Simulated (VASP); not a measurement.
# Pd (P6_3/mmc) in VASP: single point with PBE

Aim: the single point of Pd with PBE.

Everything below comes from runs of VASP 6.6.1. Logs are shortened: lines on timing, memory, paths and dates and some standing lists are left out, and cuts for length are marked.

### 1 The cell of the first run

The structure is hexagonal, space group P6_3/mmc (No. 194). The conventional cell has a = 2.773 Å, b = 2.773 Å, c = 4.625 Å, α = 90.00°, β = 90.00°, γ = 120.00°. Within 3.7 Å of Pd (site symmetry -6m2) lie 12 Pd at 2.77 to 2.81 Å.

This isn't the form of Pd at room conditions, which is fcc.

### 2 Single point, PBE, non-collinear spin, zero start, spin-orbit coupling

The input, INCAR:

```
SYSTEM = Pd
ALGO = Normal
EDIFF = 1E-6
ENCUT = 520
GGA = PE
GGA_COMPAT = .FALSE.
ISIF = 2
ISMEAR = -1
LASPH = .TRUE.
LCHARG = .TRUE.
LMAXMIX = 4
LORBIT = 11
LORBMOM = .TRUE.
LREAL = .FALSE.
LSORBIT = .TRUE.
LVHAR = .TRUE.
LWAVE = .FALSE.
MAGMOM = 0 0 0 0 0 0
NBANDS = 32
NELM = 150
PREC = Accurate
SIGMA = 0.05
```

The input, KPOINTS:

```
k-points
0
G
  17 17 9
  0 0 0
```

The input, POSCAR:

```
Pd
1.0
    2.7730776979      0.0000000000      0.0000000000
   -1.3865388490      2.4015557331      0.0000000000
    0.0000000000      0.0000000000      4.6246997960
Pd
2
Direct
    0.3333333333      0.6666666667      0.2500000000
    0.6666666667      0.3333333333      0.7500000000
```

Potentials or basis: VASP PAW PBE potentials, release 64 (Pd).

Started as:

```bash
$ cat potpaw_PBE.64/Pd/POTCAR > POTCAR
$ mpirun -np 1 vasp_ncl > vasp.out
```

OUTCAR:

```text
SYSTEM = Pd
   EDIFF = 1E-6
   ENCUT = 520
   GGA = PE
   ISIF = 2
   ISMEAR = -1
   LASPH = .TRUE.
   LORBIT = 11
   LREAL = .FALSE.
   LSORBIT = .TRUE.
   NELM = 150
   PREC = Accurate

 ion  position               nearest neighbor table
   1  0.333  0.667  0.250-   2 2.81   2 2.81   2 2.81   2 2.81   2 2.81   2 2.81
   2  0.667  0.333  0.750-   1 2.81   1 2.81   1 2.81   1 2.81   1 2.81   1 2.81

  LATTYP: Found a hexagonal cell.
 ALAT       =     2.7730776979
 C/A-ratio  =     1.6677137462

  Lattice vectors:

 A1 = (   2.7730776979,   0.0000000000,   0.0000000000)
 A2 = (  -1.3865388490,   2.4015557331,   0.0000000000)
 A3 = (   0.0000000000,   0.0000000000,   4.6246997960)

Analysis of symmetry for initial positions (statically):
=====================================================================
 Subroutine PRICEL returns:
 Original cell was already a primitive cell.

 Routine SETGRP: Setting up the symmetry group for a
 hexagonal supercell.

 Subroutine GETGRP returns: Found 24 space group operations
 (whereof 12 operations were pure point group operations)
 out of a pool of 24 trial point group operations.

The static configuration has the point symmetry D_3d.
 The point group associated with its full space group is D_6h.

Analysis of symmetry for dynamics (positions and initial velocities):
=====================================================================
 Subroutine PRICEL returns:
 Original cell was already a primitive cell.

 Routine SETGRP: Setting up the symmetry group for a
 hexagonal supercell.

 Subroutine GETGRP returns: Found 24 space group operations
 (whereof 12 operations were pure point group operations)
 out of a pool of 24 trial point group operations.

The dynamic configuration has the point symmetry D_3d.
 The point group associated with its full space group is D_6h.

Analysis of structural, dynamic, and magnetic symmetry:
=====================================================================
 Subroutine PRICEL returns:
 Original cell was already a primitive cell.

 Routine SETGRP: Setting up the symmetry group for a
 hexagonal supercell.

 Subroutine GETGRP returns: Found 24 space group operations
 (whereof 12 operations were pure point group operations)
 out of a pool of 24 trial point group operations.

[... 1022 lines left out ...]
     -0.00000      1.60104      1.15617        -0.000000      0.000000     -0.000000
      1.38654      0.80052      3.46852         0.000000     -0.000000      0.000000
 -----------------------------------------------------------------------------------
    total drift:                               -0.000000      0.000000     -0.000000

  FREE ENERGIE OF THE ION-ELECTRON SYSTEM (eV)
  ---------------------------------------------------
  free  energy   TOTEN  =       -10.4789571377 eV

  energy  without entropy=      -10.4362624086  energy(sigma->0) =      -10.45760977

 orbital moment (x)

 # of ion     p       d       tot
 ----------------------------------------
  1         0.000  -0.000  -0.000
  2        -0.000  -0.000  -0.000
 ----------------------------------------
           -0.000  -0.000  -0.000

 orbital moment (y)

 # of ion     p       d       tot
 ----------------------------------------
  1         0.000  -0.000  -0.000
  2         0.000  -0.000  -0.000
 ----------------------------------------
            0.000  -0.000  -0.000

 orbital moment (z)

 # of ion     p       d       tot
 ----------------------------------------
  1         0.000   0.000   0.000
  2         0.000   0.000   0.000
 ----------------------------------------
            0.000   0.000   0.000

 Spin-Orbit-Coupling matrix elements

 Ion:    1  E_soc:     -0.0884161
 l=   1
     0.0000000    -0.0023481    -0.0024154
    -0.0023481     0.0000000    -0.0023481
    -0.0024154    -0.0023481     0.0000000
 l=   2
     0.0000000    -0.0026057     0.0000000    -0.0026057    -0.0100718
    -0.0026057     0.0000000    -0.0072053    -0.0021913    -0.0026057
     0.0000000    -0.0072053     0.0000000    -0.0072053     0.0000000
    -0.0026057    -0.0021913    -0.0072053     0.0000000    -0.0026057
    -0.0100718    -0.0026057     0.0000000    -0.0026057     0.0000000
 l=   3
     0.0000000     0.0000000     0.0000000     0.0000000     0.0000000     0.0000000     0.0000000
     0.0000000     0.0000000     0.0000000     0.0000000     0.0000000     0.0000000     0.0000000
     0.0000000     0.0000000     0.0000000     0.0000000     0.0000000     0.0000000     0.0000000
     0.0000000     0.0000000     0.0000000     0.0000000     0.0000000     0.0000000     0.0000000
     0.0000000     0.0000000     0.0000000     0.0000000     0.0000000     0.0000000     0.0000000
     0.0000000     0.0000000     0.0000000     0.0000000     0.0000000     0.0000000     0.0000000
     0.0000000     0.0000000     0.0000000     0.0000000     0.0000000     0.0000000     0.0000000

 Ion:    2  E_soc:     -0.0884161
 l=   1
     0.0000000    -0.0023481    -0.0024154
    -0.0023481     0.0000000    -0.0023481
    -0.0024154    -0.0023481     0.0000000
 l=   2
     0.0000000    -0.0026057     0.0000000    -0.0026057    -0.0100718
    -0.0026057     0.0000000    -0.0072053    -0.0021913    -0.0026057
     0.0000000    -0.0072053     0.0000000    -0.0072053     0.0000000
    -0.0026057    -0.0021913    -0.0072053     0.0000000    -0.0026057
    -0.0100718    -0.0026057     0.0000000    -0.0026057     0.0000000
 l=   3
     0.0000000     0.0000000     0.0000000     0.0000000     0.0000000     0.0000000     0.0000000
     0.0000000     0.0000000     0.0000000     0.0000000     0.0000000     0.0000000     0.0000000
     0.0000000     0.0000000     0.0000000     0.0000000     0.0000000     0.0000000     0.0000000
     0.0000000     0.0000000     0.0000000     0.0000000     0.0000000     0.0000000     0.0000000
     0.0000000     0.0000000     0.0000000     0.0000000     0.0000000     0.0000000     0.0000000
     0.0000000     0.0000000     0.0000000     0.0000000     0.0000000     0.0000000     0.0000000
     0.0000000     0.0000000     0.0000000     0.0000000     0.0000000     0.0000000     0.0000000

 total charge

# of ion       s       p       d       tot
------------------------------------------
    1        0.467   0.435   8.455   9.357
    2        0.467   0.435   8.455   9.357
--------------------------------------------------
tot          0.934   0.870  16.910  18.714

 magnetization (x)

# of ion       s       p       d       tot
------------------------------------------
    1        0.000   0.000   0.000   0.000
    2        0.000   0.000  -0.000  -0.000
--------------------------------------------------
tot          0.000   0.000   0.000   0.000

 magnetization (y)

# of ion       s       p       d       tot
------------------------------------------
    1        0.000  -0.000   0.000  -0.000
    2        0.000   0.000   0.000   0.000
--------------------------------------------------
tot          0.000   0.000   0.000   0.000

 magnetization (z)

# of ion       s       p       d       tot
------------------------------------------
    1        0.000   0.000   0.000   0.000
    2        0.000   0.000   0.000   0.000
--------------------------------------------------
tot          0.000   0.000   0.000   0.000
```

OSZICAR:

```text
N       E                     dE             d eps       ncg     rms          rms(c)
DAV:   1     0.129060455451E+03    0.12906E+03   -0.10123E+04 10560   0.123E+03
DAV:   2    -0.771149827744E+01   -0.13677E+03   -0.12878E+03 11528   0.293E+02
DAV:   3    -0.109781816046E+02   -0.32667E+01   -0.32201E+01 12536   0.496E+01
DAV:   4    -0.110027814075E+02   -0.24600E-01   -0.24595E-01 11992   0.409E+00
DAV:   5    -0.110031993800E+02   -0.41797E-03   -0.41797E-03 12448   0.609E-01    0.997E+00
DAV:   6    -0.105021902479E+02    0.50101E+00   -0.12083E+00 12000   0.116E+01    0.496E+00
DAV:   7    -0.104844759560E+02    0.17714E-01   -0.12175E-02 11744   0.916E-01    0.251E+00
DAV:   8    -0.104789324622E+02    0.55435E-02   -0.16158E-03 11736   0.304E-01    0.514E-01
DAV:   9    -0.104789499213E+02   -0.17459E-04   -0.28671E-05 12632   0.379E-02    0.361E-02
DAV:  10    -0.104789535814E+02   -0.36600E-05   -0.37953E-06 12168   0.192E-02    0.149E-02
DAV:  11    -0.104789576447E+02   -0.40633E-05   -0.13903E-06 11128   0.101E-02    0.531E-03
DAV:  12    -0.104789571377E+02    0.50697E-06   -0.55464E-08  6592   0.250E-03
   1 F= -.10478957E+02 E0= -.10457610E+02  d E =-.426947E-01  mag=    -0.0000    -0.0000     0.0000
```

stdout:

```text
POSCAR found type information on POSCAR Pd
 POSCAR found :  1 types and       2 ions
 scaLAPACK will be used
 LDA part: xc-table for (Slater+PW92), standard interpolation
 POSCAR, INCAR and KPOINTS ok, starting setup
 FFT: planning ... GRIDC
 FFT: planning ... GRID_SOFT
 FFT: planning ... GRID
 WAVECAR not read
 entering main loop
```

Run time: 4.1 min. Hardware: 1 thread of Intel Xeon Platinum 8488C (Sapphire Rapids), shared host; peak memory 0.38 GiB.

Results:

- Free energy: -10.4790 eV
- Pressure: -0.2 GPa
- Net moment: 0.00 μB per cell
- Valence electrons inside the program's atomic spheres: Pd 9.36

Moments on the atoms (μB; x, y, z):
```
Pd  0.00 0.00 0.00
Pd  0.00 0.00 0.00
```
